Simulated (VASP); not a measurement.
## Si: single point with LDA

Si:

```
CELL_PARAMETERS angstrom
-3.32782 3.32782 3.32782
3.32782 -3.32782 3.32782
3.32782 3.32782 -3.32782
ATOMIC_POSITIONS crystal
Si 0.70311 0.70311 0.70311
Si 0.50000 0.00000 0.79689
Si 0.00000 0.79689 0.50000
Si 0.79689 0.50000 0.00000
Si 0.29689 0.29689 0.29689
Si 0.50000 0.00000 0.20311
Si 0.00000 0.20311 0.50000
Si 0.20311 0.50000 0.00000
```

```
Program                : VASP 6.6.1
Task                   : single point
Functional             : LDA
Potentials or basis    : VASP PAW LDA potentials, release 64 (Si)
Cutoff                 : 520 eV
k mesh                 : 8 × 8 × 8
Occupations            : fermi-dirac, width 0.02 eV
Spin                   : no spin polarisation
Dipole correction      : no
Further INCAR settings : ALGO = Normal; EDIFF = 1e-07; NBANDS = 26
```

```yaml
Pressure: -3.5 GPa
Largest_force: 0.062 eV/Å
Band_gap_on_the_k_mesh: zero (bands 16 and 17 overlap by 0.19 eV)
```

Forces on the atoms (eV/Å):
```
Si  -0.036 -0.036 -0.036
Si   0.036  0.036 -0.036
Si   0.036 -0.036  0.036
Si  -0.036  0.036  0.036
Si   0.036  0.036  0.036
Si  -0.036 -0.036  0.036
Si  -0.036  0.036 -0.036
Si   0.036 -0.036 -0.036
```

Levels at points of the mesh, in eV from the Fermi level:
| k point | band 13 | band 14 | band 15 | band 16 | band 17 | band 18 | band 19 | band 20 |
| --- | --- | --- | --- | --- | --- | --- | --- | --- |
| (0.00, 0.00, 0.00) | -4.03 | -1.42 | -1.42 | -0.83 | 1.67 | 1.67 | 1.67 | 3.66 |
| (0.50, 0.00, 0.00) | -2.11 | -2.11 | -1.29 | -1.29 | 0.39 | 0.39 | 1.98 | 1.98 |
| (0.50, 0.50, 0.50) | -2.55 | -0.61 | 0.19 | 0.19 | 0.19 | 2.70 | 2.84 | 2.84 |

Run time: 2.1 min on 1 thread of Intel(R) Xeon(R) Platinum 8488C (Sapphire Rapids), with other jobs on the host, peak memory 0.28 GiB.

Caveat: the cell stands under tension; semilocal functionals underestimate gaps, so a narrow gap can read as zero.
